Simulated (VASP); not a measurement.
# H6C2O in VASP: notebook, part 2 of 2

VASP 6.6.1. The steps go on from the part before.

## Step 3: Single point, PBE+D3(BJ)

INCAR reads:

```
PREC = Accurate ; ENCUT = 520
EDIFF = 1E-6 ; ISMEAR = -1
SIGMA = 0.05 ; LREAL = Auto
LASPH = T ; NELM = 120
ALGO = Normal ; ISIF = 2
LWAVE = F ; LCHARG = F
GGA = PE ; IVDW = 12
NBANDS = 64 ; GGA_COMPAT = F
```

KPOINTS reads:

```
Automatic mesh
0
Gamma
  1 1 1
```

POSCAR reads:

```
H6C2O
1.0
    7.2936330000      0.0000000000      0.0000000000
    0.0000000000      7.2936330000      0.0000000000
    0.0000000000      0.0000000000      7.2936330000
C O H
8 4 24
Direct
    0.4247403180      0.3718174468      0.9093821968
    0.4714385821      0.3656339714      0.6997335896
    0.9762350258      0.0664140902      0.4497347207
    0.7684373480      0.0756276056      0.4392186994
    0.8086642144      0.8905712695      0.8868008577
    0.9796626729      0.7836286800      0.9271099876
    0.2674113161      0.7174888015      0.3200325544
    0.1550530442      0.5562385714      0.3681704303
    0.3757523857      0.2220292685      0.6167845297
    0.6834042788     -0.0750380503      0.3484271830
    1.1288887170      0.9059682603      0.9400116513
   -0.0410083699      0.5854969670      0.4046543060
    0.4637469420      0.1380656252      0.5677006233
    0.4211892756      0.5046044955      0.6412167983
    0.6189370921      0.3630975126      0.6678153398
    0.4764840786      0.4950756365      0.9694345740
    0.2813001422      0.3712416021      0.9266986699
    0.4732758010      0.2506432665      0.9840089294
    0.7564954255     -0.1751664774      0.3597109972
    0.7061638555      0.0856226246      0.5771197975
    0.7281693499      0.1975147365      0.3664566067
    1.0487914596      0.1698604797      0.5268979122
    1.0267585441     -0.0654132173      0.5015470342
    1.0374665136      0.0928892364      0.3199914227
    1.1014675403      0.9888076354      0.8465054384
    0.9731638540      0.7227947992      1.0598696150
    0.9860243859      0.6807581352      0.8219909063
    0.7863159553      1.0113341321      0.9844202471
    0.8079512638      0.9539690302      0.7439365266
    0.6776869634      0.8084448450      0.8901873730
   -0.0847451469      0.4732072480      0.4633767561
    0.1447838135      0.4450319889      0.2689606126
    0.2104301108      0.5107879708      0.5034802272
    0.4007330777      0.6694606104      0.2748698762
    0.2266908686      0.8010548378      0.2054668778
    0.2860165846      0.8153138498      0.4365040029
```

Potentials or basis: VASP PAW PBE potentials, release 64 (C, O, H).

On the command line:

```bash
$ cat potpaw_PBE.64/C/POTCAR potpaw_PBE.64/O/POTCAR potpaw_PBE.64/H/POTCAR > POTCAR
$ mpirun -np 1 vasp_gam > vasp.out
```

Run time: 38 s. Hardware: 1 thread of Intel Xeon Platinum 8488C (Sapphire Rapids), shared host; peak memory 0.34 GiB.

The run converged. Its results:

- Free energy: -187.7132 eV
- Pressure: 2.1 GPa
- Largest force: 4.334 eV/Å
- Band gap on the k mesh: 4.83 eV
- Dispersion energy per atom: -0.037 eV

Forces on the atoms (eV/Å):
```
C    1.433 -0.779 -1.296
C   -0.671  2.208  1.158
C   -0.062 -0.395  0.343
C    0.134 -0.262  0.497
C   -2.074  1.496 -0.263
C   -1.096  0.758  0.498
C    0.265  1.241  0.083
C   -1.048 -1.136  1.656
O   -0.726 -0.246 -0.292
O   -2.224  3.285 -0.642
O    1.021 -1.121  0.798
O   -0.403  0.841  0.134
H    0.332 -0.648 -0.420
H    0.438 -1.191  0.373
H    0.075 -0.186  0.284
H    0.485  0.781  0.487
H   -1.653  0.114 -0.031
H    0.315 -0.043 -0.043
H    2.542 -3.484  0.422
H    0.240  0.074  0.133
H   -0.296  0.742 -0.498
H   -0.335  0.589  0.939
H   -0.185 -0.033 -0.076
H    0.256 -0.366 -1.423
H    0.253  1.897 -1.659
H   -0.299 -0.801  0.823
H    0.755 -0.843 -0.710
H    0.274 -1.096 -0.571
H    0.340 -0.655  1.121
H    0.813  0.247  0.114
H    0.127  0.336 -0.194
H    1.056 -0.222 -0.367
H   -0.048 -0.490 -0.749
H    0.547 -0.235  0.267
H   -0.652  0.249 -0.575
H    0.070 -0.626 -0.320
```

Stress tensor (GPa, compression positive):
```
 2.32 -1.49  0.18
-1.49  2.67 -0.42
 0.18 -0.42  1.42
```

Levels at points of the mesh, in eV from the valence-band top:
```
           k point  band 36  band 37  band 38  band 39  band 40  band 41  band 42  band 43  band 44  band 45
(0.00, 0.00, 0.00)    -1.46    -0.28    -0.23    -0.14     0.00     4.83     6.07     6.47     6.59     6.90
```

Caveat: the k points lie up to 0.86 Å⁻¹ apart.

## Step 4: Relaxation of the atoms, PBE+D3(BJ)

INCAR reads:

```
SYSTEM = H6C2O
PREC = Accurate
ENCUT = 520
EDIFF = 1E-7
ISMEAR = -1
SIGMA = 0.05
LREAL = Auto
LASPH = .True.
NELM = 120
ALGO = Normal
ISIF = 2
LWAVE = .False.
LCHARG = .False.
GGA = PE
IVDW = 12
IBRION = 2
NSW = 35
EDIFFG = -0.3
GGA_COMPAT = .False.
NELMIN = 4
```

KPOINTS reads:

```
regular mesh
0
Gamma
  1 1 1
  0 0 0
```

POSCAR reads:

```
H6C2O
1.0
    7.2936330000      0.0000000000      0.0000000000
    0.0000000000      7.2936330000      0.0000000000
    0.0000000000      0.0000000000      7.2936330000
C O H
8 4 24
Direct
    0.7701735000      0.3277797000      0.8587332000
    0.5794866000      0.4001100000      0.8216096000
    1.0071115000      0.0827390000      0.5423309000
    0.8329013000      0.0493388000      0.4350625000
    0.7365147000      0.8691005000      0.8146266000
    0.9158661000      0.7884970000      0.8802579000
    0.2529254000      0.4968630000      0.3128571000
    0.1083787000      0.4803189000      0.1651958000
    0.4558943000      0.2498978000      0.8423855000
    0.8086040000     -0.1444378000      0.4236308000
    1.0205088000      0.9352457000      0.9563178000
   -0.0653390000      0.4752752000      0.2550129000
    0.3328986000      0.2951647000      0.8187559000
    0.5463042000      0.5109452000      0.9182040000
    0.5718667000      0.4572944000      0.6823693000
    0.8718639000      0.4370428000      0.8448990000
    0.7777481000      0.2721094000      0.9974754000
    0.8032803000      0.2185222000      0.7619204000
    0.6968597000     -0.1671929000      0.3548500000
    0.7159512000      0.1143050000      0.5044747000
    0.8439891000      0.1104470000      0.2977350000
    1.0335459000      0.2296614000      0.5559605000
    0.9953597000      0.0229479000      0.6790529000
    1.1232457000      0.0190945000      0.4725584000
    1.1361113000      0.8846559000      0.9988868000
    0.8900908000      0.6816149000      0.9833494000
    0.9889981000      0.7241196000      0.7652655000
    0.6495722000      0.7628252000      0.7544826000
    0.6635878000      0.9319399000      0.9292514000
    0.7623778000      0.9743942000      0.7114262000
   -0.1591369000      0.4646439000      0.1610751000
    0.1168856000      0.5975665000      0.0708740000
    0.1308834000      0.3551356000      0.0843337000
    0.3900397000      0.5014258000      0.2524452000
    0.2310016000      0.6218534000      0.3922468000
    0.2449828000      0.3797100000      0.4056905000
```

On the command line:

```bash
$ cat potpaw_PBE.64/C/POTCAR potpaw_PBE.64/O/POTCAR potpaw_PBE.64/H/POTCAR > POTCAR
$ mpirun -np 1 vasp_gam > vasp.out
```

It took 7.2 min on 1 thread of Intel Xeon Platinum 8488C (Sapphire Rapids), shared host; peak memory 0.41 GiB.

It converged, with:

- Free energy: -188.5684 eV
- Energy gained by relaxing: 12.4 meV/atom
- Ionic steps: 20
- Pressure after relaxing: 0.4 GPa
- Largest force after relaxing: 0.220 eV/Å
- Band gap on the k mesh: 4.29 eV
- Dispersion energy per atom: -0.038 eV

Forces on the atoms (eV/Å):
```
C    0.069 -0.150  0.031
C   -0.023 -0.175 -0.059
C    0.129  0.022 -0.138
C    0.128 -0.095  0.016
C   -0.162  0.121 -0.013
C   -0.183  0.040  0.012
C   -0.157 -0.023 -0.078
C   -0.007 -0.007  0.048
O    0.030  0.063 -0.058
O    0.032 -0.013  0.094
O    0.052  0.010 -0.116
O   -0.021 -0.022  0.113
H   -0.059 -0.048 -0.014
H   -0.029  0.089  0.167
H   -0.078 -0.045 -0.052
H    0.035  0.095 -0.048
H   -0.128 -0.018 -0.094
H    0.006  0.076  0.074
H    0.039 -0.052 -0.057
H   -0.031  0.081  0.049
H   -0.030  0.011 -0.187
H   -0.033 -0.021  0.111
H    0.024  0.024 -0.084
H   -0.154 -0.013  0.097
H   -0.045  0.163  0.075
H   -0.001 -0.113  0.189
H    0.049  0.046 -0.097
H   -0.031  0.009 -0.110
H    0.144  0.054 -0.003
H   -0.057 -0.098  0.086
H    0.113 -0.040  0.080
H    0.083  0.000 -0.090
H    0.132 -0.061  0.046
H    0.047  0.028  0.110
H    0.071 -0.070 -0.001
H    0.047  0.132 -0.098
```

Stress tensor (GPa, compression positive):
```
-0.17  0.09  0.02
 0.09  1.15 -0.13
 0.02 -0.13  0.31
```

The path:
```csv
step,energy change (eV),largest force (eV/Å),pressure (GPa)
1,0.0000,0.6884,1.73
2,-0.0075,1.2325,1.19
3,-0.0457,0.4686,1.42
4,-0.0962,0.4829,0.71
5,-0.0967,0.5599,0.63
6,-0.1341,0.3380,0.62
7,-0.1383,0.4707,0.62
8,-0.1691,0.3200,0.56
9,-0.1749,0.4356,0.52
10,-0.2095,0.4209,0.58
11,-0.2537,0.6967,0.78
12,-0.2786,0.4408,0.72
13,-0.3070,0.5443,0.60
14,-0.3316,0.3771,0.45
15,-0.3518,0.5675,0.16
16,-0.3776,0.3252,0.00
17,-0.3875,0.4055,-0.16
18,-0.4095,0.3328,-0.03
19,-0.4264,0.4090,0.25
20,-0.4451,0.2200,0.43
```

Final structure:
```
CELL_PARAMETERS angstrom
7.29363 0.00000 0.00000
0.00000 7.29363 0.00000
0.00000 0.00000 7.29363
ATOMIC_POSITIONS crystal
C 0.76258 0.33339 0.86289
C 0.57101 0.40085 0.82411
C 0.02526 0.09140 0.51232
C 0.84858 0.05230 0.41031
C 0.71192 0.86198 0.84276
C 0.90044 0.79457 0.89367
C 0.26369 0.49474 0.32310
C 0.11908 0.46951 0.17479
O 0.44732 0.24869 0.84772
O 0.82506 0.85714 0.39788
O 0.00749 0.94105 0.97151
O 0.94063 0.47068 0.25579
H 0.32523 0.28872 0.81287
H 0.53245 0.51432 0.91596
H 0.56520 0.45497 0.68278
H 0.86288 0.44399 0.85116
H 0.77474 0.27001 0.99953
H 0.80184 0.22729 0.76401
H 0.70782 0.83383 0.33937
H 0.73032 0.11486 0.48157
H 0.85738 0.11301 0.27313
H 0.04375 0.24052 0.51728
H 0.02488 0.03658 0.65268
H 0.14386 0.03395 0.43701
H 0.12632 0.88851 0.00236
H 0.88654 0.68472 0.99498
H 0.96855 0.73688 0.77161
H 0.63448 0.74896 0.78181
H 0.63307 0.91167 0.96144
H 0.71764 0.97234 0.74097
H 0.85181 0.44918 0.15844
H 0.13098 0.58423 0.07667
H 0.13985 0.34114 0.09751
H 0.39871 0.50407 0.25734
H 0.23502 0.62225 0.39876
H 0.26496 0.37864 0.41950
```

Levels at points of the mesh, in eV from the valence-band top:
```csv
k point,band 37,band 38,band 39,band 40,band 41,band 42,band 43,band 44
"(0.00, 0.00, 0.00)",-0.69,-0.58,-0.43,0.00,4.29,5.29,5.73,6.27
```

Caveat: the k points lie up to 0.86 Å⁻¹ apart; the relaxation stopped at a loose force limit of 0.3 eV/Å, so its end isn't a converged minimum.
